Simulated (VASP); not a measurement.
Input of a VASP 6.6.1 run:

INCAR

```
SYSTEM = Be2C
PREC = Accurate
ENCUT = 600
EDIFF = 1E-6
ISMEAR = 0
SIGMA = 0.01
LREAL = .FALSE.
LASPH = .TRUE.
NELM = 120
ALGO = Normal
ISIF = 2
LWAVE = .FALSE.
LCHARG = .FALSE.
GGA = PE
NBANDS = 11
GGA_COMPAT = .FALSE.
```

KPOINTS

```
Automatic mesh
0
G
  6 6 6
  0 0 0
```

The input POSCAR:

```
Be2C
1.0
    0.0000000000      2.1604856385      2.1604856385
    2.1604856385      0.0000000000      2.1604856385
    2.1604856385      2.1604856385      0.0000000000
C Be
1 2
Direct
    0.0000000000      0.0000000000      0.0000000000
    0.2500000000      0.2500000000      0.2500000000
    0.7500000000      0.7500000000      0.7500000000
```

Potentials or basis: VASP PAW PBE potentials, release 64 (C, Be).

The run is started by

```bash
$ cat potpaw_PBE.64/C/POTCAR potpaw_PBE.64/Be/POTCAR > POTCAR
$ mpirun -np 1 vasp_std > vasp.out
```

(1) Predict the band gap on the k mesh.

(2) What does it give for the pressure?

Answers

(1) 1.16 eV (least direct gap 4.14 eV).

(2) 1.3 GPa.
